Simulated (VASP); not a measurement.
GaB, 2 atoms in the cell. It takes space group P4/mmm (No. 123, tetragonal). Conventional cell: a = 2.700 Å, b = 2.700 Å, c = 3.214 Å, α = 90.00°, β = 90.00°, γ = 90.00°. Ga (site symmetry 4/mmm) has 8 B at 2.50 Å and 6 Ga at 2.70 to 3.21 Å within 3.3 Å. Within 3.3 Å of B (site symmetry 4/mmm) lie 8 Ga at 2.50 Å and 6 B at 2.70 to 3.21 Å. 

| Property | Result |
| --- | --- |
| Program | VASP 6.6.1 |
| Task | single point |
| Functional | HSE06 |
| Potentials or basis | VASP PAW PBE potentials, release 64 (Ga_d, B) |
| Cutoff | 520 eV |
| k mesh | 5 × 5 × 4 |
| Occupations | fermi-dirac, width 0.05 eV |
| Spin | no spin polarisation |
| Dipole correction | no |
| Grid for exact exchange (PRECFOCK) | Normal |
| Further INCAR settings | ALGO = Normal; EDIFF = 1e-06; NBANDS = 15 |
| Screening parameter | 0.2079 1/Å |

Potentials or basis: VASP PAW PBE potentials, release 64 (Ga_d, B).

Run with:

```console
$ cat potpaw_PBE.64/Ga_d/POTCAR potpaw_PBE.64/B/POTCAR > POTCAR
$ cp INCAR.step1 INCAR
$ mpirun -np 1 vasp_std > vasp.out
$ cp INCAR.step2 INCAR
$ mpirun -np 1 vasp_std > vasp.out
```

Hardware: 1 thread of Intel(R) Xeon(R) Platinum 8375C CPU @ 2.90GHz (Ice Lake), on a shared host.

Problem. How long does it take, and how much memory?

Solution. It took 9.3 min on 1 thread of Intel(R) Xeon(R) Platinum 8375C CPU @ 2.90GHz (Ice Lake), with other jobs on the host, peak memory 0.24 GiB. Counts: k points 18.
